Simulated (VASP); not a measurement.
# BaF2 (Fm-3m) in VASP: a series of runs

BaF2 is run at these levels: r2SCAN; tasks: single point.

Everything below comes from runs of VASP 6.6.1. Logs are shortened: lines on timing, memory, paths and dates and some standing lists are left out, and cuts for length are marked.

**1. The cell of the first run**

Symmetry: Fm-3m, No. 225, cubic system. The conventional cell has a = 6.069 Å, b = 6.069 Å, c = 6.069 Å, α = 90.00°, β = 90.00°, γ = 90.00°. Ba (site symmetry m-3m) has 8 F at 2.63 Å within 3.5 Å. Within 3.5 Å of F (site symmetry -43m) lie 4 Ba at 2.63 Å and 6 F at 3.03 Å.

**2. Single point, r2SCAN**

File POSCAR:

```
BaF2
1.0
    0.0000000000      3.0343349400      3.0343349400
    3.0343349400      0.0000000000      3.0343349400
    3.0343349400      3.0343349400      0.0000000000
Ba F
1 2
Direct
    0.0000000000      0.0000000000      0.0000000000
    0.2500000000      0.2500000000      0.2500000000
    0.7500000000      0.7500000000      0.7500000000
```

File INCAR.step1:

```
SYSTEM = BaF2
ALGO = Normal ; EDIFF = 1E-5
ENCUT = 660 ; GGA = PE
GGA_COMPAT = .FALSE. ; ISMEAR = -1
LASPH = .TRUE. ; LCHARG = .FALSE.
LREAL = .FALSE. ; LWAVE = .TRUE.
NBANDS = 19 ; NELM = 120
PREC = Accurate ; SIGMA = 0.02
```

File INCAR.step2:

```
SYSTEM = BaF2
ALGO = Normal ; EDIFF = 1E-6
ENCUT = 660 ; GGA_COMPAT = .FALSE.
ISIF = 2 ; ISMEAR = -1
ISTART = 1 ; LASPH = .TRUE.
LCHARG = .TRUE. ; LELF = .TRUE.
LMIXTAU = .TRUE. ; LREAL = .FALSE.
LVHAR = .TRUE. ; LWAVE = .FALSE.
METAGGA = R2SCAN ; NBANDS = 19
NELM = 120 ; PREC = Accurate
SIGMA = 0.02
```

File KPOINTS:

```
k-points
0
G
  8 8 8
  0 0 0
```

Potentials or basis: VASP PAW PBE potentials, release 64 (Ba_sv, F).

The run is started by

```bash
> cat potpaw_PBE.64/Ba_sv/POTCAR potpaw_PBE.64/F/POTCAR > POTCAR
> cp INCAR.step1 INCAR
> mpirun -np 1 vasp_std > vasp.out
> cp INCAR.step2 INCAR
> mpirun -np 1 vasp_std > vasp.out
```

OUTCAR:

```text
SYSTEM = BaF2
   EDIFF = 1E-6
   ENCUT = 660
   ISIF = 2
   ISMEAR = -1
   ISTART = 1
   LASPH = .TRUE.
   LREAL = .FALSE.
   METAGGA = R2SCAN
   NELM = 120
   PREC = Accurate

 ion  position               nearest neighbor table
   1  0.000  0.000  0.000-   3 2.63   3 2.63   3 2.63   2 2.63   2 2.63   2 2.63   3 2.63   2 2.63

   2  0.250  0.250  0.250-   1 2.63   1 2.63   1 2.63   1 2.63
   3  0.750  0.750  0.750-   1 2.63   1 2.63   1 2.63   1 2.63

  LATTYP: Found a face centered cubic cell.
 ALAT       =     6.0686698800

  Lattice vectors:

 A1 = (   0.0000000000,   3.0343349400,   3.0343349400)
 A2 = (   3.0343349400,   0.0000000000,   3.0343349400)
 A3 = (   3.0343349400,   3.0343349400,   0.0000000000)

Analysis of symmetry for initial positions (statically):
=====================================================================
 Subroutine PRICEL returns:
 Original cell was already a primitive cell.

 Routine SETGRP: Setting up the symmetry group for a
 face centered cubic supercell.

 Subroutine GETGRP returns: Found 48 space group operations
 (whereof 48 operations were pure point group operations)
 out of a pool of 48 trial point group operations.

The static configuration has the point symmetry O_h .

Analysis of symmetry for dynamics (positions and initial velocities):
=====================================================================
 Subroutine PRICEL returns:
 Original cell was already a primitive cell.

 Routine SETGRP: Setting up the symmetry group for a
 face centered cubic supercell.

 Subroutine GETGRP returns: Found 48 space group operations
 (whereof 48 operations were pure point group operations)
 out of a pool of 48 trial point group operations.

The dynamic configuration has the point symmetry O_h .

 Subroutine INISYM returns: Found 48 space group operations
 (whereof 48 operations are pure point group operations),
 and found     1 'primitive' translations

----------------------------------------------------------------------------------------

                                     Primitive cell

  volume of cell :      55.8754

  direct lattice vectors                    reciprocal lattice vectors
     0.000000000  3.034334940  3.034334940    -0.164780754  0.164780754  0.164780754
     3.034334940  0.000000000  3.034334940     0.164780754 -0.164780754  0.164780754
     3.034334940  3.034334940  0.000000000     0.164780754  0.164780754 -0.164780754

  length of vectors
     4.291197625  4.291197625  4.291197625     0.285408638  0.285408638  0.285408638

  position of ions in fractional coordinates (direct lattice)
     0.000000000  0.000000000  0.000000000
     0.250000000  0.250000000  0.250000000
     0.750000000  0.750000000  0.750000000

  ion indices of the primitive-cell ions
   primitive index   ion index
                 1           1
                 2           2
                 3           3

----------------------------------------------------------------------------------------

 KPOINTS: k-points

Automatic generation of k-mesh.
 Grid dimensions read from file:
 generate k-points for:    8    8    8

 Generating k-lattice:

  Cartesian coordinates                     Fractional coordinates (reciprocal lattice)
    -0.020597594  0.020597594  0.020597594     0.125000000  0.000000000  0.000000000
     0.020597594 -0.020597594  0.020597594     0.000000000  0.125000000  0.000000000
     0.020597594  0.020597594 -0.020597594     0.000000000  0.000000000  0.125000000

  Length of vectors
     0.035676080  0.035676080  0.035676080

  Shift w.r.t. Gamma in fractional coordinates (k-lattice)
     0.000000000  0.000000000  0.000000000

 Subroutine IBZKPT returns following result:
 ===========================================

 Found     29 irreducible k-points:

 Following reciprocal coordinates:
            Coordinates               Weight
  0.000000  0.000000  0.000000      1.000000
  0.125000  0.000000  0.000000      8.000000
  0.250000  0.000000  0.000000      8.000000
  0.375000  0.000000  0.000000      8.000000
  0.500000  0.000000  0.000000      4.000000
  0.125000  0.125000  0.000000      6.000000
[... 16 lines left out ...]
  0.500000  0.250000  0.125000     48.000000
 -0.375000  0.250000  0.125000     24.000000
 [... further k-points ...]
   k-points           NKPTS =     29   k-points in BZ     NKDIM =     29   number of bands    NBANDS=     19
   number of dos      NEDOS =    301   number of ions     NIONS =      3
   total plane-waves  NPLWV =  46656
   dimension x,y,z NGX =    36 NGY =   36 NGZ =   36
   dimension x,y,z NGXF=    72 NGYF=   72 NGZF=   72
   ions per type =               1   2
   NGX,Y,Z   is equivalent  to a cutoff of  13.95, 13.95, 13.95 a.u.
   NGXF,Y,Z  is equivalent  to a cutoff of  27.89, 27.89, 27.89 a.u.
 SYSTEM =  BaF2
   PREC   = accura    normal or accurate (medium, high low for compatibility)
   ISTART =      1    job   : 0-new  1-cont  2-samecut
   ICHARG =      0    charge: 1-file 2-atom 10-const
   ISPIN  =      1    spin polarized calculation?
   LNONCOLLINEAR =      F non collinear calculations
   LSORBIT =      F    spin-orbit coupling
   LASPH  =      T    aspherical Exc in radial PAW
   ENCUT  =  660.0 eV  48.51 Ry    6.96 a.u.   8.99  8.99  8.99*2*pi/ulx,y,z
   NELM   =    120;   NELMIN=  2; NELMDL=  0     # of ELM steps
   EDIFF  = 0.1E-05   stopping-criterion for ELM
   LREAL  =      F    real-space projection
[... 7 lines left out ...]
   TEBEG  =    0.0;   TEEND  =   0.0 temperature during run
   PSTRESS=    0.0 pullay stress
   NELECT =      24.0000    total number of electrons
   NUPDOWN=      -1.0000    fix difference up-down
   EMIN   =  10.00;   EMAX   =-10.00  energy-range for DOS
   EFERMI =   0.00;   METHOD = LEGACY
   ISMEAR =    -1;   SIGMA  =   0.02  broadening in eV -4-tet -1-fermi 0-gaus
   EFERMI_NEDOS =   21; number of points for ismear=-14 and -15
   IALGO  =     38    algorithm
   IMIX   =      4    mixing-type and parameters
     AMIX     =   0.40;   BMIX     =  1.00
     AMIX_MAG =   1.60;   BMIX_MAG =  1.00
  volume/ion in A,a.u.               =      18.63       125.69
  Fermi-wavevector in a.u.,A,eV,Ry     =   1.235203  2.334196 20.758774  1.525727
  Thomas-Fermi vector in A             =   2.369862
   LORBIT       =      0    0 simple, 1 ext, 2 COOP (PROOUT), +10 PAW based schemes
   METAGGA = R2SCAN    functional components
   LHFCALC =     F    Hartree Fock is set to
   AEXX    =    0.0000 exact exchange contribution
   IVDW    =     0    specifies the selected vdW correction
   LEPSILON=     F    determine dielectric tensor
   LRPA    =     F    only Hartree local field effects (RPA)
 non-spin polarized calculation
  energy-cutoff  :      660.00
  volume of cell :       55.88
 maximum number of plane-waves:      2180
   NGX = 17   NGY = 17   NGZ = 17

 number of electron      23.9999991 magnetization

 Free energy of the ion-electron system (eV)
  ---------------------------------------------------
  ext. energy  EPLUGINS =         0.00000000
  ---------------------------------------------------
  free energy    TOTEN  =       -44.99133112 eV

  energy without entropy =      -44.99133112  energy(sigma->0) =      -44.99133112

 E-fermi :  -1.8905     XC(G=0):  -9.5678

 val. band max:       -2.3096521644   @ k =  -0.2500   0.2500   0.0000
 cond. band min:       5.2832086811   @ k =   0.0000   0.0000   0.0000
 fundamental gap:      7.5928608454
 Fermi energy:        -1.8904520188

 k-point     1 :       0.0000    0.0000    0.0000
  band No.  band energies     occupation
      1     -25.8583      2.00000
      2     -22.5202      2.00000
      3     -22.2358      2.00000
      4     -10.0521      2.00000
      5     -10.0521      2.00000
      6     -10.0521      2.00000
[... 11 lines left out ...]
     18      10.4869      0.00000
     19      14.3061      0.00000

 k-point     2 :       0.1250    0.0000    0.0000
  band No.  band energies     occupation
      1     -25.8089      2.00000
      2     -22.5374      2.00000
      3     -22.2966      2.00000
      4     -10.0904      2.00000
      5     -10.0849      2.00000
      6     -10.0849      2.00000
[... 11 lines left out ...]
     18      10.4976      0.00000
     19      13.6048      0.00000

 k-point     3 :       0.2500    0.0000    0.0000
  band No.  band energies     occupation
      1     -25.6809      2.00000
      2     -22.5987      2.00000
      3     -22.4322      2.00000
      4     -10.1715      2.00000
      5     -10.1612      2.00000
      6     -10.1612      2.00000
[... 11 lines left out ...]
     18      10.5395      0.00000
     19      12.6480      0.00000

 k-point     4 :       0.3750    0.0000    0.0000
  band No.  band energies     occupation
      1     -25.5378      2.00000
      2     -22.7254      2.00000
      3     -22.5179      2.00000
      4     -10.2392      2.00000
      5     -10.2338      2.00000
      6     -10.2338      2.00000
[... 11 lines left out ...]
     18      10.6103      0.00000
     19      12.7576      0.00000

 k-point     5 :       0.5000    0.0000    0.0000
  band No.  band energies     occupation
      1     -25.4728      2.00000
      2     -22.7979      2.00000
      3     -22.5392      2.00000
      4     -10.2639      2.00000
      5     -10.2629      2.00000
      6     -10.2629      2.00000
[... 11 lines left out ...]
     18      10.6514      0.00000
     19      13.3527      0.00000

 k-point     6 :       0.1250    0.1250    0.0000
  band No.  band energies     occupation
      1     -25.7921      2.00000
      2     -22.5416      2.00000
      3     -22.3186      2.00000
      4     -10.1353      2.00000
      5     -10.1353      2.00000
      6     -10.0234      2.00000
[... 11 lines left out ...]
     18      10.5461      0.00000
     19      14.3183      0.00000

 k-point     7 :       0.2500    0.1250    0.0000
  band No.  band energies     occupation
      1     -25.6893      2.00000
      2     -22.5798      2.00000
      3     -22.4384      2.00000
      4     -10.2236      2.00000
      5     -10.2227      2.00000
      6     -10.0361      2.00000
[... 11 lines left out ...]
     18      10.6185      0.00000
     19      13.2780      0.00000

 k-point     8 :       0.3750    0.1250    0.0000
  band No.  band energies     occupation
      1     -25.5482      2.00000
      2     -22.6820      2.00000
      3     -22.5465      2.00000
      4     -10.2946      2.00000
      5     -10.2940      2.00000
      6     -10.1111      2.00000
[... 256 lines left out ...]
 k-point    20 :      -0.3750    0.3750    0.0000
  band No.  band energies     occupation
      1     -25.3362      2.00000
      2     -22.8222      2.00000
      3     -22.7084      2.00000
      4     -10.4830      2.00000
      5     -10.4731      2.00000
      6     -10.0179      2.00000
[... 11 lines left out ...]
     18      12.7397      0.00000
     19      13.9939      0.00000

 k-point    21 :       0.5000    0.5000    0.0000
  band No.  band energies     occupation
      1     -25.3227      2.00000
      2     -22.8832      2.00000
      3     -22.6632      2.00000
      4     -10.5686      2.00000
      5     -10.5686      2.00000
      6      -9.8296      2.00000
[... 11 lines left out ...]
     18      12.0973      0.00000
     19      14.0481      0.00000

 k-point    22 :       0.3750    0.2500    0.1250
  band No.  band energies     occupation
      1     -25.5781      2.00000
      2     -22.6199      2.00000
      3     -22.5646      2.00000
      4     -10.3142      2.00000
      5     -10.2999      2.00000
      6     -10.0465      2.00000
[... 11 lines left out ...]
     18      10.8748      0.00000
     19      13.3617      0.00000

 k-point    23 :       0.5000    0.2500    0.1250
  band No.  band energies     occupation
      1     -25.4555      2.00000
      2     -22.7239      2.00000
      3     -22.6390      2.00000
      4     -10.3998      2.00000
      5     -10.3017      2.00000
      6     -10.1297      2.00000
[... 11 lines left out ...]
     18      11.2452      0.00000
     19      13.2339      0.00000

 k-point    24 :      -0.3750    0.2500    0.1250
  band No.  band energies     occupation
      1     -25.4006      2.00000
      2     -22.7866      2.00000
      3     -22.6545      2.00000
      4     -10.4339      2.00000
      5     -10.2331      2.00000
      6     -10.2328      2.00000
[... 11 lines left out ...]
     18      11.3772      0.00000
     19      13.3463      0.00000

 [... further k-points ...]

------------------------ aborting loop because EDIFF is reached ----------------------------------------

  FORCE on cell =-STRESS in cart. coord.  units (eV):
  Direction    XX          YY          ZZ          XY          YZ          ZX
  --------------------------------------------------------------------------------------
  -------------------------------------------------------------------------------------
  Total        1.9440887      1.9440887      1.9440887      0.0000000      0.0000000      0.0000000
  in kB       55.7450233     55.7450233     55.7450233      0.0000000      0.0000000      0.0000000
  external PRESSURE =      55.7450233 kB  Pullay stress =       0.0000000 kB

 VOLUME and BASIS-vectors are now :
 -----------------------------------------------------------------------------
  energy-cutoff  :      660.00
  volume of cell :       55.88
      direct lattice vectors                 reciprocal lattice vectors
     0.000000000  3.034334940  3.034334940    -0.164780754  0.164780754  0.164780754
     3.034334940  0.000000000  3.034334940     0.164780754 -0.164780754  0.164780754
     3.034334940  3.034334940  0.000000000     0.164780754  0.164780754 -0.164780754

 POSITION                                       TOTAL-FORCE (eV/Angst)
 -----------------------------------------------------------------------------------
      0.00000      0.00000      0.00000         0.000000      0.000000     -0.000000
      1.51717      1.51717      1.51717        -0.000000     -0.000000     -0.000000
      4.55150      4.55150      4.55150         0.000000      0.000000      0.000000
 -----------------------------------------------------------------------------------
    total drift:                                0.000000      0.000000      0.000000

  FREE ENERGIE OF THE ION-ELECTRON SYSTEM (eV)
  ---------------------------------------------------
  free  energy   TOTEN  =       -44.9913311161 eV

  energy  without entropy=      -44.9913311161  energy(sigma->0) =      -44.99133112
```

Wall time 72 s (1 thread of Intel Xeon 6975P-C (Granite Rapids), shared host); peak memory 0.23 GiB.

What came out:

| Property | Result |
| --- | --- |
| Free energy | -44.9913 eV |
| Pressure | 5.6 GPa |
| Band gap on the k mesh | 7.59 eV (least direct gap 7.72 eV) |

Caveat: the cell stands under pressure; the PAW data sets were made with another functional, which shifts forces and pressure a little; spin-orbit coupling is left out, which moves the levels of the heavy elements. A k mesh can miss the band edges.

[end of part 1 of 3]
